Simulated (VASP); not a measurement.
# MgI (P4/nmm) in VASP: single point with PBEsol

Aim: the single point of MgI with PBEsol.

All numbers are computed with VASP 6.6.1; they aren't measurements. Logs are shortened: lines on timing, memory, paths and dates and some standing lists are left out, and cuts for length are marked.

**1. The cell of the first run**

Symmetry: P4/nmm, No. 129, tetragonal system. Conventional cell: a = 4.325 Å, b = 4.325 Å, c = 7.134 Å, α = 90.00°, β = 90.00°, γ = 90.00°. Mg (site symmetry -4m2) has 4 Mg at 3.06 Å and 4 I at 3.17 Å within 4.0 Å. I (site symmetry 4mm) has 4 Mg at 3.17 Å and 4 I at 3.95 Å within 4.2 Å.

**2. Single point, PBEsol**

INCAR reads:

```
SYSTEM = MgI
ALGO = Normal
EDIFF = 1E-7
ENCUT = 520
GGA = PS
ISIF = 2
ISMEAR = 0
LASPH = .True.
LCHARG = .False.
LREAL = .False.
LWAVE = .False.
NBANDS = 17
NELM = 60
PREC = Accurate
SIGMA = 0.1
```

KPOINTS reads:

```
k-points
0
Gamma
  10 10 6
  0 0 0
```

POSCAR reads:

```
MgI
1.0
    4.3249080648      0.0000000000      0.0000000000
    0.0000000000      4.3249080648      0.0000000000
    0.0000000000      0.0000000000      7.1340509554
Mg I
2 2
Direct
    0.5000000000      0.5000000000      0.0000000000
    0.0000000000      0.0000000000      0.0000000000
    0.5000000000      0.0000000000      0.3245572783
    0.0000000000      0.5000000000      0.6754427217
```

Potentials or basis: VASP PAW PBE potentials, release 64 (Mg, I).

On the command line:

```console
cat potpaw_PBE.64/Mg/POTCAR potpaw_PBE.64/I/POTCAR > POTCAR
mpirun -np 1 vasp_std > vasp.out
```

OUTCAR:

```text
SYSTEM = MgI
   EDIFF = 1E-7
   ENCUT = 520
   GGA = PS
   ISIF = 2
   ISMEAR = 0
   LASPH = .True.
   LREAL = .False.
   NELM = 60
   PREC = Accurate

 ion  position               nearest neighbor table
   1  0.500  0.500  0.000-   2 3.06   2 3.06   2 3.06   2 3.06   3 3.17   4 3.17   4 3.17   3 3.17

   2  0.000  0.000  0.000-   1 3.06   1 3.06   1 3.06   1 3.06   4 3.17   4 3.17   3 3.17   3 3.17

   3  0.500  0.000  0.325-   1 3.17   2 3.17   1 3.17   2 3.17
   4  0.000  0.500  0.675-   1 3.17   2 3.17   2 3.17   1 3.17

  LATTYP: Found a simple tetragonal cell.
 ALAT       =     4.3249080648
 C/A-ratio  =     1.6495266139

  Lattice vectors:

 A1 = (   4.3249080648,   0.0000000000,   0.0000000000)
 A2 = (   0.0000000000,   4.3249080648,   0.0000000000)
 A3 = (   0.0000000000,   0.0000000000,   7.1340509554)

Analysis of symmetry for initial positions (statically):
=====================================================================
 Subroutine PRICEL returns:
 Original cell was already a primitive cell.

 Routine SETGRP: Setting up the symmetry group for a
 simple tetragonal supercell.

 Subroutine GETGRP returns: Found 16 space group operations
 (whereof  8 operations were pure point group operations)
 out of a pool of 16 trial point group operations.

The static configuration has the point symmetry D_2d.
 The point group associated with its full space group is D_4h.

Analysis of symmetry for dynamics (positions and initial velocities):
=====================================================================
 Subroutine PRICEL returns:
 Original cell was already a primitive cell.

 Routine SETGRP: Setting up the symmetry group for a
 simple tetragonal supercell.

 Subroutine GETGRP returns: Found 16 space group operations
 (whereof  8 operations were pure point group operations)
 out of a pool of 16 trial point group operations.

The dynamic configuration has the point symmetry D_2d.
 The point group associated with its full space group is D_4h.

 Subroutine INISYM returns: Found 16 space group operations
 (whereof  8 operations are pure point group operations),
 and found     1 'primitive' translations

----------------------------------------------------------------------------------------

                                     Primitive cell

  volume of cell :     133.4412

  direct lattice vectors                    reciprocal lattice vectors
     4.324908065  0.000000000  0.000000000     0.231218788  0.000000000  0.000000000
     0.000000000  4.324908065  0.000000000     0.000000000  0.231218788  0.000000000
     0.000000000  0.000000000  7.134050955     0.000000000  0.000000000  0.140172814

  length of vectors
     4.324908065  4.324908065  7.134050955     0.231218788  0.231218788  0.140172814

  position of ions in fractional coordinates (direct lattice)
     0.500000000  0.500000000  0.000000000
     0.000000000  0.000000000  0.000000000
     0.500000000  0.000000000  0.324557278
     0.000000000  0.500000000  0.675442722

  ion indices of the primitive-cell ions
   primitive index   ion index
                 1           1
                 2           2
                 3           3
                 4           4

----------------------------------------------------------------------------------------

 KPOINTS: k-points

Automatic generation of k-mesh.
 Grid dimensions read from file:
 generate k-points for:   10   10    6

 Generating k-lattice:

  Cartesian coordinates                     Fractional coordinates (reciprocal lattice)
     0.023121879  0.000000000  0.000000000     0.100000000  0.000000000  0.000000000
     0.000000000  0.023121879  0.000000000     0.000000000  0.100000000  0.000000000
     0.000000000  0.000000000  0.023362136     0.000000000  0.000000000  0.166666667

  Length of vectors
     0.023121879  0.023121879  0.023362136

  Shift w.r.t. Gamma in fractional coordinates (k-lattice)
     0.000000000  0.000000000  0.000000000

 Subroutine IBZKPT returns following result:
 ===========================================

 Found     84 irreducible k-points:

 Following reciprocal coordinates:
            Coordinates               Weight
  0.000000  0.000000  0.000000      1.000000
  0.100000  0.000000  0.000000      4.000000
  0.200000  0.000000  0.000000      4.000000
  0.300000  0.000000  0.000000      4.000000
  0.400000  0.000000  0.000000      4.000000
  0.500000  0.000000  0.000000      2.000000
[... 16 lines left out ...]
  0.100000  0.000000  0.166667      8.000000
  0.200000  0.000000  0.166667      8.000000
 [... further k-points ...]
   k-points           NKPTS =     84   k-points in BZ     NKDIM =     84   number of bands    NBANDS=     17
   number of dos      NEDOS =    301   number of ions     NIONS =      4
   total plane-waves  NPLWV =  55296
   dimension x,y,z NGX =    32 NGY =   32 NGZ =   54
   dimension x,y,z NGXF=    64 NGYF=   64 NGZF=  108
   ions per type =               2   2
   NGX,Y,Z   is equivalent  to a cutoff of  12.30, 12.30, 12.58 a.u.
   NGXF,Y,Z  is equivalent  to a cutoff of  24.60, 24.60, 25.17 a.u.
 SYSTEM =  MgI
   PREC   = accura    normal or accurate (medium, high low for compatibility)
   ISTART =      0    job   : 0-new  1-cont  2-samecut
   ICHARG =      2    charge: 1-file 2-atom 10-const
   ISPIN  =      1    spin polarized calculation?
   LNONCOLLINEAR =      F non collinear calculations
   LSORBIT =      F    spin-orbit coupling
   LASPH  =      T    aspherical Exc in radial PAW
   ENCUT  =  520.0 eV  38.22 Ry    6.18 a.u.   8.04  8.04 13.26*2*pi/ulx,y,z
   NELM   =     60;   NELMIN=  2; NELMDL= -5     # of ELM steps
   EDIFF  = 0.1E-06   stopping-criterion for ELM
   LREAL  =      F    real-space projection
   EDIFFG = 0.1E-05   stopping-criterion for IOM
   NSW    =      0    number of steps for IOM
   IBRION =     -1    ionic relax: 0-MD 1-quasi-New 2-CG
   NFREE  =      0    steps in history (QN), initial steepest desc. (CG)
   ISIF   =      2    stress and relaxation
   ISYM   =      2    0-nonsym 1-usesym 2-fastsym
   POTIM  = 0.5000    time-step for ionic-motion
   TEBEG  =    0.0;   TEEND  =   0.0 temperature during run
   PSTRESS=    0.0 pullay stress
   NELECT =      18.0000    total number of electrons
   NUPDOWN=      -1.0000    fix difference up-down
   EMIN   =  10.00;   EMAX   =-10.00  energy-range for DOS
   EFERMI =   0.00;   METHOD = LEGACY
   ISMEAR =     0;   SIGMA  =   0.10  broadening in eV -4-tet -1-fermi 0-gaus
   EFERMI_NEDOS =   21; number of points for ismear=-14 and -15
   IALGO  =     38    algorithm
   IMIX   =      4    mixing-type and parameters
     AMIX     =   0.40;   BMIX     =  1.00
     AMIX_MAG =   1.60;   BMIX_MAG =  1.00
  volume/ion in A,a.u.               =      33.36       225.13
  Fermi-wavevector in a.u.,A,eV,Ry     =   0.839593  1.586601  9.590979  0.704917
  Thomas-Fermi vector in A             =   1.953837
   LORBIT       =      0    0 simple, 1 ext, 2 COOP (PROOUT), +10 PAW based schemes
   GGA     = PS    functional components
   LHFCALC =     F    Hartree Fock is set to
   AEXX    =    0.0000 exact exchange contribution
   IVDW    =     0    specifies the selected vdW correction
   LEPSILON=     F    determine dielectric tensor
   LRPA    =     F    only Hartree local field effects (RPA)
 non-spin polarized calculation
 Gauss-broadening in eV      SIGMA  =   0.10
  energy-cutoff  :      520.00
  volume of cell :      133.44
 maximum number of plane-waves:      3640
   NGX = 17   NGY = 17   NGZ = 27

 number of electron      18.0000001 magnetization

 Free energy of the ion-electron system (eV)
  ---------------------------------------------------
  ext. energy  EPLUGINS =         0.00000000
  ---------------------------------------------------
  free energy    TOTEN  =        -7.69672923 eV

  energy without entropy =       -7.68422543  energy(sigma->0) =       -7.69047733

 E-fermi :   3.5168     XC(G=0):  -8.2553

 val. band max:        3.4875376948   @ k =   0.5000   0.3000   0.3333
 cond. band min:       3.5295775533   @ k =   0.5000   0.5000   0.1667
 fundamental gap:      0.0420398585
 Fermi energy:         3.5168457192

 k-point     1 :       0.0000    0.0000    0.0000
  band No.  band energies     occupation
      1     -10.1321      2.00000
      2      -9.5302      2.00000
      3      -2.3824      2.00000
      4       0.4281      2.00000
      5       0.4527      2.00000
      6       0.4527      2.00000
[... 9 lines left out ...]
     16       9.5384      0.00000
     17      10.1417      0.00000

 k-point     2 :       0.1000    0.0000    0.0000
  band No.  band energies     occupation
      1     -10.1045      2.00000
      2      -9.5280      2.00000
      3      -2.3157      2.00000
      4       0.0672      2.00000
      5       0.4896      2.00000
      6       0.5879      2.00000
[... 9 lines left out ...]
     16       9.4877      0.00000
     17      10.2614      0.00000

 k-point     3 :       0.2000    0.0000    0.0000
  band No.  band energies     occupation
      1     -10.0264      2.00000
      2      -9.5268      2.00000
      3      -2.1180      2.00000
      4      -0.4059      2.00000
      5       0.3115      2.00000
      6       0.4830      2.00000
[... 9 lines left out ...]
     16       9.1585      0.00000
     17       9.3438      0.00000

 k-point     4 :       0.3000    0.0000    0.0000
  band No.  band energies     occupation
      1      -9.9123      2.00000
      2      -9.5406      2.00000
      3      -1.7981      2.00000
      4      -0.8184      2.00000
      5      -0.3203      2.00000
      6       0.1556      2.00000
[... 9 lines left out ...]
     16       9.0355      0.00000
     17       9.5355      0.00000
[... 343 lines left out ...]
      1     -10.1152      2.00000
      2      -9.5530      2.00000
      3      -2.2920      2.00000
      4       0.1272      2.00000
      5       0.4883      2.00000
      6       0.4883      2.00000
[... 9 lines left out ...]
     16       9.9998      0.00000
     17      10.4638      0.00000

 k-point    23 :       0.1000    0.0000    0.1667
  band No.  band energies     occupation
      1     -10.0881      2.00000
      2      -9.5496      2.00000
      3      -2.2361      2.00000
      4      -0.0434      2.00000
      5       0.4050      2.00000
      6       0.5241      2.00000
[... 9 lines left out ...]
     16       9.6646      0.00000
     17      10.3111      0.00000

 k-point    24 :       0.2000    0.0000    0.1667
  band No.  band energies     occupation
      1     -10.0119      2.00000
      2      -9.5449      2.00000
      3      -2.0776      2.00000
      4      -0.3881      2.00000
      5       0.0003      2.00000
      6       0.6264      2.00000
[... 9 lines left out ...]
     16       9.1184      0.00000
     17       9.3228      0.00000

 [... further k-points ...]
[... 5 lines left out ...]
  --------------------------------------------------------------------------------------
  -------------------------------------------------------------------------------------
  Total       -0.0317741     -0.0317741     -0.0629775      0.0000000      0.0000000     -0.0000000
  in kB       -0.3814996     -0.3814996     -0.7561461      0.0000000      0.0000000     -0.0000000
  external PRESSURE =      -0.5063817 kB  Pullay stress =       0.0000000 kB

 VOLUME and BASIS-vectors are now :
 -----------------------------------------------------------------------------
  energy-cutoff  :      520.00
  volume of cell :      133.44
      direct lattice vectors                 reciprocal lattice vectors
     4.324908065  0.000000000  0.000000000     0.231218788  0.000000000  0.000000000
     0.000000000  4.324908065  0.000000000     0.000000000  0.231218788  0.000000000
     0.000000000  0.000000000  7.134050955     0.000000000  0.000000000  0.140172814

 POSITION                                       TOTAL-FORCE (eV/Angst)
 -----------------------------------------------------------------------------------
      2.16245      2.16245      0.00000         0.000000     -0.000000      0.000000
      0.00000      0.00000      0.00000        -0.000000      0.000000      0.000000
      2.16245      0.00000      2.31541        -0.000000      0.000000     -0.009773
      0.00000      2.16245      4.81864        -0.000000      0.000000      0.009773
 -----------------------------------------------------------------------------------
    total drift:                                0.000000      0.000000      0.000000

  FREE ENERGIE OF THE ION-ELECTRON SYSTEM (eV)
  ---------------------------------------------------
  free  energy   TOTEN  =        -7.6967292292 eV

  energy  without entropy=       -7.6842254285  energy(sigma->0) =       -7.69047733
```

Run time: 58 s. Hardware: 1 thread of Intel Xeon 6975P-C (Granite Rapids), shared host; peak memory 0.34 GiB.

What came out:

* Free energy: -7.6967 eV
* Pressure: -0.1 GPa
* Largest force: 0.010 eV/Å
* Band gap on the k mesh: zero (band 9 reaches 4.11 eV, above the bottom of band 10 at 2.86 eV)

Forces in eV/Å, atoms in the order of the input:
```
Mg   0.000  0.000  0.000
Mg   0.000  0.000  0.000
I    0.000  0.000 -0.010
I    0.000  0.000  0.010
```

Caveat: the PAW data sets were made with another functional, which shifts forces and pressure a little; spin-orbit coupling is left out, which moves the levels of the heavy elements.
